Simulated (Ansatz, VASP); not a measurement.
One calculation of LaHg, two programs

File INCAR:

```
SYSTEM = LaHg
PREC = Accurate ; ENCUT = 520
EDIFF = 1E-8 ; ISMEAR = -1
SIGMA = 0.08 ; LREAL = .FALSE.
LASPH = .TRUE. ; NELM = 80
ALGO = Normal ; ISIF = 2
LWAVE = .FALSE. ; LCHARG = .FALSE.
GGA = CA ; LEFG = .TRUE.
NBANDS = 18
```

The input KPOINTS:

```
regular mesh
0
G
  11 11 11
  0 0 0
```

The input POSCAR:

```
LaHg
1.0
    3.8370000000      0.0191850000      0.0191850000
    0.0191850000      3.8370000000      0.0191850000
    0.0191850000      0.0191850000      3.8370000000
La Hg
1 1
Direct
    0.5000000000      0.5000000000      0.5000000000
    0.0000000000      0.0000000000      0.0000000000
```

Input for Ansatz:

```yaml
crystal:
  lattice:
    - [3.837, 0.019185, 0.019185]
    - [0.019185, 3.837, 0.019185]
    - [0.019185, 0.019185, 3.837]
  atoms:
    - { symbol: La, position: [0.5, 0.5, 0.5] }
    - { symbol: Hg, position: [0.0, 0.0, 0.0] }
kpoints:
  mp_grid: { grid: [11, 11, 11] }
scf:
  occupations: { method: fermi_dirac, width: 0.08 }
hamiltonian:
  xc: lda
  pseudopotentials: { kind: all_electron, datasets: crystal }
output:
  forces: true
  stress: true
  eigenvalues: true
  efg: { contact_densities: true }
```

Change from the starting cell: equal xy, yz and zx shear strains of +1 %, crystal datasets.

Alike in both runs: task electric field gradients; functional LDA; k mesh 11 × 11 × 11; occupations fermi-dirac, width 0.08 eV; no spin polarisation.

|  | VASP | Ansatz |
| --- | --- | --- |
| version | VASP 6.6.1 | Ansatz 0.2.0 |
| potentials or method | VASP PAW LDA potentials, release 64 (La, Hg), cutoff 520 eV | all-electron PAW with datasets made for the crystal, scalar-relativistic |

Ansatz gave:

- pressure (GPa): -1.9
- traceless stress, the component that is largest in VASP (GPa): -0.22
- size of Vzz on the site where it differs most (V/Å²): 13.8

Estimate VASP's values.

pressure (GPa): -1.7; traceless stress, the component that is largest in VASP (GPa): -0.23; size of Vzz on the site where it differs most (V/Å²): 8.9.

LDA's correlation is that of Perdew and Zunger in VASP and of Perdew and Wang (1992) in Ansatz. Ansatz ran all-electron here, and VASP with PAW potentials.

Spin-orbit coupling is off throughout.
